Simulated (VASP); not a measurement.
# TePb3Se2 (P-3m1) in VASP: a series of runs

TePb3Se2 is run at these levels: PBE; tasks: single point, relaxation of cell and atoms.

Everything below comes from runs of VASP 6.6.1. Logs are shortened: lines on timing, memory, paths and dates and some standing lists are left out, and cuts for length are marked.

## Step 1: The cell of the first run

Symmetry: P-3m1, No. 164, trigonal system. The conventional cell has a = 4.427 Å, b = 4.427 Å, c = 10.844 Å, α = 90.00°, β = 90.00°, γ = 120.00°. Within 4.1 Å of Te (site symmetry -3m) lie 6 Pb at 3.13 Å. Pb (site symmetry 3m) has 3 Se at 3.13 Å and 3 Te at 3.13 Å within 4.1 Å. Pb (site symmetry -3m) has 6 Se at 3.13 Å within 4.1 Å. Se (site symmetry 3m) has 6 Pb at 3.13 Å within 4.1 Å.

## Step 2: Single point, PBE

The input, INCAR:

```
  PREC = Accurate
  ENCUT = 520
  EDIFF = 1E-6
  ISMEAR = 0
  SIGMA = 0.1
  LREAL = F
  LASPH = T
  NELM = 80
  ALGO = Normal
  ISIF = 2
  LWAVE = F
  LCHARG = F
  GGA = PE
  NBANDS = 39
```

The input, KPOINTS:

```
Automatic mesh
0
Gamma
  6 6 2
```

The input, POSCAR:

```
TePb3Se2
1.0
    4.4270304400      0.0000000000      0.0000000000
   -2.2135152200      3.8339208200      0.0000000000
    0.0000000000      0.0000000000     10.8439656500
Te Pb Se
1 3 2
Direct
    0.0000000000      0.0000000000      0.0000000000
    0.6666666700      0.3333333300      0.8333333300
    0.0000000000      0.0000000000      0.5000000000
    0.3333333300      0.6666666700      0.1666666700
    0.3333333300      0.6666666700      0.6666666700
    0.6666666700      0.3333333300      0.3333333300
```

Potentials or basis: VASP PAW PBE potentials, release 64 (Te, Pb_d, Se).

Started as:

```console
$ cat potpaw_PBE.64/Te/POTCAR potpaw_PBE.64/Pb_d/POTCAR potpaw_PBE.64/Se/POTCAR > POTCAR
$ mpirun -np 1 vasp_std > vasp.out
```

OUTCAR:

```text
PREC = Accurate
   ENCUT = 520
   EDIFF = 1E-6
   ISMEAR = 0
   LREAL = F
   LASPH = T
   NELM = 80
   ISIF = 2
   GGA = PE

 ion  position               nearest neighbor table
   1  0.000  0.000  0.000-   2 3.13   4 3.13   4 3.13   2 3.13   2 3.13   4 3.13
   2  0.667  0.333  0.833-   5 3.13   5 3.13   1 3.13   5 3.13   1 3.13   1 3.13
   3  0.000  0.000  0.500-   5 3.13   6 3.13   5 3.13   6 3.13   6 3.13   5 3.13
   4  0.333  0.667  0.167-   6 3.13   6 3.13   1 3.13   6 3.13   1 3.13   1 3.13
   5  0.333  0.667  0.667-   2 3.13   2 3.13   3 3.13   2 3.13   3 3.13   3 3.13
   6  0.667  0.333  0.333-   4 3.13   4 3.13   3 3.13   4 3.13   3 3.13   3 3.13

  LATTYP: Found a hexagonal cell.
 ALAT       =     4.4270304400
 C/A-ratio  =     2.4494897419

  Lattice vectors:

 A1 = (   4.4270304400,   0.0000000000,   0.0000000000)
 A2 = (  -2.2135152200,   3.8339208200,   0.0000000000)
 A3 = (   0.0000000000,   0.0000000000,  10.8439656500)

Analysis of symmetry for initial positions (statically):
=====================================================================
 Subroutine PRICEL returns:
 Original cell was already a primitive cell.

 Routine SETGRP: Setting up the symmetry group for a
 hexagonal supercell.

 Subroutine GETGRP returns: Found 12 space group operations
 (whereof 12 operations were pure point group operations)
 out of a pool of 24 trial point group operations.

The static configuration has the point symmetry D_3d.

Analysis of symmetry for dynamics (positions and initial velocities):
=====================================================================
 Subroutine PRICEL returns:
 Original cell was already a primitive cell.

 Routine SETGRP: Setting up the symmetry group for a
 hexagonal supercell.

 Subroutine GETGRP returns: Found 12 space group operations
 (whereof 12 operations were pure point group operations)
 out of a pool of 24 trial point group operations.

The dynamic configuration has the point symmetry D_3d.

 Subroutine INISYM returns: Found 12 space group operations
 (whereof 12 operations are pure point group operations),
 and found     1 'primitive' translations

----------------------------------------------------------------------------------------

                                     Primitive cell

  volume of cell :     184.0534

  direct lattice vectors                    reciprocal lattice vectors
     4.427030440  0.000000000  0.000000000     0.225885052  0.130414796  0.000000000
    -2.213515220  3.833920820  0.000000000     0.000000000  0.260829591  0.000000000
     0.000000000  0.000000000 10.843965650     0.000000000  0.000000000  0.092217186

  length of vectors
     4.427030440  4.427030436 10.843965650     0.260829591  0.260829591  0.092217186

  position of ions in fractional coordinates (direct lattice)
     0.000000000  0.000000000  0.000000000
     0.666666670  0.333333330  0.833333330
     0.000000000  0.000000000  0.500000000
     0.333333330  0.666666670  0.166666670
     0.333333330  0.666666670  0.666666670
     0.666666670  0.333333330  0.333333330

  ion indices of the primitive-cell ions
   primitive index   ion index
                 1           1
                 2           2
                 3           3
                 4           4
                 5           5
                 6           6

----------------------------------------------------------------------------------------

 KPOINTS: Automatic mesh

Automatic generation of k-mesh.
 Grid dimensions read from file:
 generate k-points for:    6    6    2

 Generating k-lattice:

  Cartesian coordinates                     Fractional coordinates (reciprocal lattice)
     0.037647509  0.021735799  0.000000000     0.166666667  0.000000000  0.000000000
     0.000000000  0.043471599  0.000000000     0.000000000  0.166666667  0.000000000
     0.000000000  0.000000000  0.046108593     0.000000000  0.000000000  0.500000000

  Length of vectors
     0.043471598  0.043471599  0.046108593

  Shift w.r.t. Gamma in fractional coordinates (k-lattice)
     0.000000000  0.000000000  0.000000000

 Subroutine IBZKPT returns following result:
 ===========================================

 Found     14 irreducible k-points:

 Following reciprocal coordinates:
            Coordinates               Weight
  0.000000  0.000000  0.000000      1.000000
  0.166667  0.000000  0.000000      6.000000
  0.333333  0.000000  0.000000      6.000000
  0.500000  0.000000  0.000000      3.000000
  0.166667  0.166667  0.000000      6.000000
  0.333333  0.166667  0.000000     12.000000
  0.333333  0.333333  0.000000      2.000000
  0.000000  0.000000  0.500000      1.000000
  0.166667  0.000000  0.500000      6.000000
  0.333333  0.000000  0.500000      6.000000
  0.500000  0.000000  0.500000      3.000000
  0.166667  0.166667  0.500000      6.000000
  0.333333  0.166667  0.500000     12.000000
  0.333333  0.333333  0.500000      2.000000
[... 42 lines left out ...]
   LORBIT       =      0    0 simple, 1 ext, 2 COOP (PROOUT), +10 PAW based schemes
   GGA     = PE    functional components
   LHFCALC =     F    Hartree Fock is set to
   AEXX    =    0.0000 exact exchange contribution
   IVDW    =     0    specifies the selected vdW correction
   LEPSILON=     F    determine dielectric tensor
   LRPA    =     F    only Hartree local field effects (RPA)
 non-spin polarized calculation
 Gauss-broadening in eV      SIGMA  =   0.10
  energy-cutoff  :      520.00
  volume of cell :      184.05
 maximum number of plane-waves:      5008
 NGX is ok and might be reduce to    36
   NGX = 17   NGY = 17   NGZ = 41

 number of electron      59.9999988 magnetization

 Free energy of the ion-electron system (eV)
  ---------------------------------------------------
  ext. energy  EPLUGINS =         0.00000000
  ---------------------------------------------------
  free energy    TOTEN  =       -23.70816892 eV

  energy without entropy =      -23.70815038  energy(sigma->0) =      -23.70815965

 E-fermi :   5.3817     XC(G=0):  -9.3943

 val. band max:        5.1584957808   @ k =   0.0000   0.0000   0.5000
 cond. band min:       5.6202376513   @ k =   0.5000   0.0000   0.5000
 fundamental gap:      0.4617418705
 Fermi energy:         5.3816826860

 k-point     1 :       0.0000    0.0000    0.0000
  band No.  band energies     occupation
      1     -11.6906      2.00000
      2     -11.6906      2.00000
      3     -11.6782      2.00000
      4     -11.6782      2.00000
      5     -11.6679      2.00000
      6     -11.6664      2.00000
[... 31 lines left out ...]
     38       9.5619      0.00000
     39       9.5619      0.00000

 k-point     2 :       0.1667    0.0000    0.0000
  band No.  band energies     occupation
      1     -11.7056      2.00000
      2     -11.6868      2.00000
      3     -11.6864      2.00000
      4     -11.6745      2.00000
      5     -11.6689      2.00000
      6     -11.6641      2.00000
[... 31 lines left out ...]
     38       9.0552      0.00000
     39       9.2567      0.00000

 k-point     3 :       0.3333    0.0000    0.0000
  band No.  band energies     occupation
      1     -11.7396      2.00000
      2     -11.7028      2.00000
      3     -11.6855      2.00000
      4     -11.6748      2.00000
      5     -11.6689      2.00000
      6     -11.6632      2.00000
[... 31 lines left out ...]
     38       9.9818      0.00000
     39       9.9887      0.00000

 k-point     4 :       0.5000    0.0000    0.0000
  band No.  band energies     occupation
      1     -11.7574      2.00000
      2     -11.7104      2.00000
      3     -11.6868      2.00000
      4     -11.6782      2.00000
      5     -11.6669      2.00000
      6     -11.6644      2.00000
[... 31 lines left out ...]
     38      10.5870      0.00000
     39      10.6679      0.00000
[... 334 lines left out ...]
     38       9.5555      0.00000
     39       9.8848      0.00000

 k-point    13 :       0.3333    0.1667    0.5000
  band No.  band energies     occupation
      1     -11.7414      2.00000
      2     -11.7117      2.00000
      3     -11.6951      2.00000
      4     -11.6739      2.00000
      5     -11.6704      2.00000
      6     -11.6614      2.00000
[... 31 lines left out ...]
     38       9.8784      0.00000
     39      10.6169      0.00000

 k-point    14 :       0.3333    0.3333    0.5000
  band No.  band energies     occupation
      1     -11.7348      2.00000
      2     -11.7082      2.00000
      3     -11.7082      2.00000
      4     -11.6804      2.00000
      5     -11.6588      2.00000
      6     -11.6588      2.00000
[... 31 lines left out ...]
     38       9.8812      0.00000
     39      10.2039      0.00000

------------------------ aborting loop because EDIFF is reached ----------------------------------------

  FORCE on cell =-STRESS in cart. coord.  units (eV):
  Direction    XX          YY          ZZ          XY          YZ          ZX
  --------------------------------------------------------------------------------------
  -------------------------------------------------------------------------------------
  Total        2.2345261      2.2345261      2.2180171      0.0000000      0.0000000     -0.0000000
  in kB       19.4514614     19.4514614     19.3077512      0.0000000      0.0000000     -0.0000000
  external PRESSURE =      19.4035580 kB  Pullay stress =       0.0000000 kB

 VOLUME and BASIS-vectors are now :
 -----------------------------------------------------------------------------
  energy-cutoff  :      520.00
  volume of cell :      184.05
      direct lattice vectors                 reciprocal lattice vectors
     4.427030440  0.000000000  0.000000000     0.225885052  0.130414796  0.000000000
    -2.213515220  3.833920820  0.000000000     0.000000000  0.260829591  0.000000000
     0.000000000  0.000000000 10.843965650     0.000000000  0.000000000  0.092217186

 POSITION                                       TOTAL-FORCE (eV/Angst)
 -----------------------------------------------------------------------------------
      0.00000      0.00000      0.00000         0.000000      0.000000      0.000000
      2.21352      1.27797      9.03664        -0.000000      0.000000     -0.866533
      0.00000      0.00000      5.42198         0.000000      0.000000      0.000000
     -0.00000      2.55595      1.80733         0.000000      0.000000      0.866533
     -0.00000      2.55595      7.22931        -0.000000      0.000000     -0.021420
      2.21352      1.27797      3.61466        -0.000000     -0.000000      0.021420
 -----------------------------------------------------------------------------------
    total drift:                               -0.000000      0.000000     -0.000000

  FREE ENERGIE OF THE ION-ELECTRON SYSTEM (eV)
  ---------------------------------------------------
  free  energy   TOTEN  =       -23.7081689223 eV

  energy  without entropy=      -23.7081503848  energy(sigma->0) =      -23.70815965
```

Wall time 56 s (1 thread of Intel Xeon 6975P-C (Granite Rapids), shared host); peak memory 0.36 GiB.

What came out:

```yaml
Free_energy: -23.7082 eV
Pressure: 1.9 GPa
Largest_force: 0.867 eV/Å
Band_gap_on_the_k_mesh: 0.46 eV (least direct gap 0.47 eV)
```

Forces on the atoms (eV/Å):
```
Te   0.000  0.000  0.000
Pb   0.000  0.000 -0.867
Pb   0.000  0.000  0.000
Pb   0.000  0.000  0.867
Se   0.000  0.000 -0.021
Se   0.000  0.000  0.021
```

Caveat: spin-orbit coupling is left out, which moves the levels of the heavy elements. A k mesh can miss the band edges.

## Step 3: Single point, PBE

This run uses another cell than the first one, of 31.82 Å³/atom.

The input, INCAR:

```
SYSTEM = TePb3Se2
ALGO = Normal
EDIFF = 1E-6
ENCUT = 520
GGA = PE
ISIF = 2
ISMEAR = 0
LASPH = .TRUE.
LCHARG = .FALSE.
LREAL = .FALSE.
LWAVE = .FALSE.
NBANDS = 39
NELM = 80
PREC = Accurate
SIGMA = 0.1
```

The input, KPOINTS:

```
k-points
0
G
  6 6 2
  0 0 0
```

The input, POSCAR:

```
TePb3Se2
1.0
    4.4837764247      0.0000000000      0.0000000000
   -2.2418882123      3.8830642887      0.0000000000
    0.0000000000      0.0000000000     10.9663671728
Te Pb Se
1 3 2
Direct
    0.0000000000      0.0000000000      0.0000000000
    0.6666666667      0.3333333333      0.8189140400
    0.0000000000      0.0000000000      0.5000000000
    0.3333333333      0.6666666667      0.1810859600
    0.3333333333      0.6666666667      0.6597441824
    0.6666666667      0.3333333333      0.3402558176
```

Potentials or basis: VASP PAW PBE potentials, release 64 (Te, Pb_d, Se).

Started as:

```console
$ cat potpaw_PBE.64/Te/POTCAR potpaw_PBE.64/Pb_d/POTCAR potpaw_PBE.64/Se/POTCAR > POTCAR
$ mpirun -np 1 vasp_std > vasp.out
```

Wall time 52 s (1 thread of Intel Xeon 6975P-C (Granite Rapids), shared host); peak memory 0.37 GiB.

It converged, with:

* Free energy: -23.8742 eV
* Pressure: -0.1 GPa
* Largest force: 0.020 eV/Å
* Band gap on the k mesh: 0.58 eV

Forces in eV/Å, atoms in the order of the input:
```
Te   0.000  0.000  0.000
Pb   0.000  0.000  0.020
Pb   0.000  0.000  0.000
Pb   0.000  0.000 -0.020
Se   0.000  0.000  0.012
Se   0.000  0.000 -0.012
```

Stress tensor (GPa, compression positive):
```
-0.12  0.00  0.00
 0.00 -0.12  0.00
 0.00  0.00 -0.05
```

Levels at points of the mesh, in eV from the valence-band top:
```
           k point  band 28  band 29  band 30  band 31  band 32  band 33
(0.00, 0.00, 0.00)    -0.73    -0.54    -0.49     1.39     1.63     2.19
(0.50, 0.00, 0.00)    -1.42    -1.23    -1.22     2.01     2.05     2.62
(0.00, 0.00, 0.50)    -0.71    -0.71     0.00     0.61     1.67     1.67
(0.50, 0.00, 0.50)    -1.04    -0.98     0.00     0.58     1.69     1.70
```

Caveat: spin-orbit coupling is left out, which moves the levels of the heavy elements. A k mesh can miss the band edges.

## Step 4: Relaxation of cell and atoms, PBE

The input, INCAR:

```
SYSTEM = TePb3Se2
PREC     = Accurate       ! precision mode
ENCUT    = 600            ! plane-wave cutoff, eV
EDIFF    = 1E-7           ! SCF threshold, eV
ISMEAR   = 0              ! smearing method
SIGMA    = 0.1            ! smearing width, eV
LREAL    = .False.        ! projectors in reciprocal space
LASPH    = .True.         ! aspherical terms in the spheres
NELM     = 80             ! most SCF steps
ALGO     = Normal         ! electronic algorithm
ISIF     = 3              ! what is computed and relaxed
LWAVE    = .False.        ! write WAVECAR
LCHARG   = .False.        ! write CHGCAR
GGA      = PE             ! functional
IBRION   = 2              ! ionic algorithm
NSW      = 90             ! ionic steps
EDIFFG   = -0.04          ! ionic threshold
```

The input, KPOINTS:

```
regular mesh
0
Gamma
  6 6 2
  0 0 0
```

The input, POSCAR:

```
TePb3Se2
1.0
    4.4270304400      0.0000000000      0.0000000000
   -2.2135152200      3.8339208200      0.0000000000
    0.0000000000      0.0000000000     10.8439656500
Te Pb Se
1 3 2
Direct
    0.0000000000      0.0000000000      0.0000000000
    0.6666666700      0.3333333300      0.8333333300
    0.0000000000      0.0000000000      0.5000000000
    0.3333333300      0.6666666700      0.1666666700
    0.3333333300      0.6666666700      0.6666666700
    0.6666666700      0.3333333300      0.3333333300
```

Started as:

```console
$ cat potpaw_PBE.64/Te/POTCAR potpaw_PBE.64/Pb_d/POTCAR potpaw_PBE.64/Se/POTCAR > POTCAR
$ mpirun -np 1 vasp_std > vasp.out
```

It took 8 min on 1 thread of Intel Xeon 6975P-C (Granite Rapids), shared host; peak memory 0.42 GiB.

It converged, with:

```yaml
Free_energy: -23.8738 eV
Relaxed_volume: 31.78 Å³/atom
Relaxed_cell: a = 4.478 Å, b = 4.478 Å, c = 10.980 Å, α = 90.00°, β = 90.00°, γ = 120.00°
Space_group_after_relaxing_to_0.1_Å: P-3m1 (No. 164)
Energy_gained_by_relaxing: 27.6 meV/atom
Ionic_steps: 11
Pressure_after_relaxing: 0.0 GPa
Largest_force_after_relaxing: 0.030 eV/Å
Band_gap_on_the_k_mesh: 0.57 eV (least direct gap 0.58 eV)
```

Forces on the atoms (eV/Å):
```
Te   0.000  0.000  0.000
Pb   0.000  0.000  0.030
Pb   0.000  0.000  0.000
Pb   0.000  0.000 -0.030
Se   0.000  0.000  0.000
Se   0.000  0.000  0.000
```

Step by step:
| step | energy change (eV) | largest force (eV/Å) | pressure (GPa) | volume (Å³) |
| --- | --- | --- | --- | --- |
| 1 | 0.0000 | 0.8662 | 1.97 | 184.05 |
| 2 | -0.0949 | 0.5000 | -0.65 | 194.28 |
| 3 | -0.0949 | 0.5023 | -0.64 | 194.21 |
| 4 | -0.1278 | 0.3261 | -0.38 | 192.74 |
| 5 | -0.1522 | 0.2420 | 0.20 | 189.90 |
| 6 | -0.1523 | 0.2366 | 0.17 | 190.05 |
| 7 | -0.1592 | 0.1710 | -0.04 | 190.88 |
| 8 | -0.1627 | 0.0616 | -0.38 | 192.30 |
| 9 | -0.1651 | 0.0408 | 0.02 | 190.52 |
| 10 | -0.1652 | 0.0430 | -0.05 | 190.82 |
| 11 | -0.1655 | 0.0301 | -0.02 | 190.68 |

Final structure:
```cif
data_structure
_symmetry_space_group_name_H-M 'P 1'
_symmetry_Int_Tables_number 1
_cell_length_a 4.4781
_cell_length_b 4.4781
_cell_length_c 10.9799
_cell_angle_alpha 90.000
_cell_angle_beta 90.000
_cell_angle_gamma 120.000
_cell_volume 190.68
loop_
_atom_site_label
_atom_site_type_symbol
_atom_site_fract_x
_atom_site_fract_y
_atom_site_fract_z
_atom_site_occupancy
Te1 Te 0.00000 0.00000 0.00000 1
Pb1 Pb 0.66667 0.33333 0.81884 1
Pb2 Pb 0.00000 0.00000 0.50000 1
Pb3 Pb 0.33333 0.66667 0.18116 1
Se1 Se 0.33333 0.66667 0.65993 1
Se2 Se 0.66667 0.33333 0.34007 1
```

Levels at points of the mesh, in eV from the valence-band top:
| k point | band 27 | band 28 | band 29 | band 30 | band 31 | band 32 | band 33 | band 34 |
| --- | --- | --- | --- | --- | --- | --- | --- | --- |
| (0.00, 0.00, 0.00) | -0.73 | -0.73 | -0.55 | -0.49 | 1.40 | 1.64 | 2.19 | 2.19 |
| (0.50, 0.00, 0.00) | -1.88 | -1.42 | -1.24 | -1.23 | 2.00 | 2.04 | 2.62 | 2.82 |
| (0.00, 0.00, 0.50) | -1.06 | -0.70 | -0.70 | 0.00 | 0.61 | 1.68 | 1.68 | 3.05 |
| (0.50, 0.00, 0.50) | -2.30 | -1.06 | -0.99 | -0.01 | 0.57 | 1.67 | 1.70 | 3.79 |

Caveat: spin-orbit coupling is left out, which moves the levels of the heavy elements.

## Step 5: The runs side by side

```csv
task,cell,cutoff (eV),gap on the mesh (eV),pressure (GPa),largest force (eV/Å)
single point,"a = 4.427, b = 4.427, c = 10.844 Å, angles 90.0, 90.0, 120.0°, 6 atoms, atomic positions A",520,0.46,1.9,0.87
single point,"a = 4.484, b = 4.484, c = 10.966 Å, angles 90.0, 90.0, 120.0°, 6 atoms, atomic positions B",520,0.58,-0.1,0.02
relaxation of cell and atoms,"relaxed from a = 4.427, b = 4.427, c = 10.844 Å, angles 90.0, 90.0, 120.0°, 6 atoms, atomic positions A",600,0.57,0.0,0.03
```

Alike in all rows: level PBE; potentials or basis VASP PAW PBE potentials, release 64 (Te, Pb_d, Se); no spin polarisation; k mesh 6 × 6 × 2; smearing gaussian 0.1 eV.

Caveats: spin-orbit coupling is left out, which moves the levels of the heavy elements.

Total energies depend on the potentials used, so only differences within one code and one set of settings carry meaning.
